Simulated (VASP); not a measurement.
Crystal: Si3Sn.

```
Si Sn
1.0
     2.02392    1.16851    6.63367
    -2.02392    1.16851    6.63367
     0.00000   -2.33702    6.63367
Si Sn
3 1
Direct
  0.00613 0.00613 0.00613
  0.49319 0.49319 0.49319
  0.37534 0.37534 0.37534
  0.87533 0.87533 0.87533
```

Base run:

| Item | Value |
| --- | --- |
| Program | VASP 6.6.1 |
| Functional | r2SCAN |
| Potentials or basis | VASP PAW PBE potentials, release 64 (Si, Sn_d) |
| Cutoff | 520 eV |
| k mesh | 6 × 6 × 6 |
| Occupations | gaussian, width 0.01 eV |
| Spin | no spin polarisation |

Its results: band gap on the k mesh 0.40 eV, indirect (least direct gap 0.63 eV); pressure -0.2 GPa; largest force 0.004 eV/Å.

The run is repeated on the same cell with these changes: functional from r2SCAN to PBE; further incar settings from ALGO = Normal; EDIFF = 1e-06; NBANDS = 21 to ALGO = Normal; EDIFF = 1e-07; NBANDS = 21. What comes out?

Band gap on the k mesh 0.20 eV, indirect (least direct gap 0.35 eV); pressure 1.4 GPa; largest force 0.064 eV/Å.

Caveats: spin-orbit coupling is left out, which moves the levels of the heavy elements; the PAW data sets were made with another functional, which shifts forces and pressure a little (some runs).

A k mesh can miss the band edges.
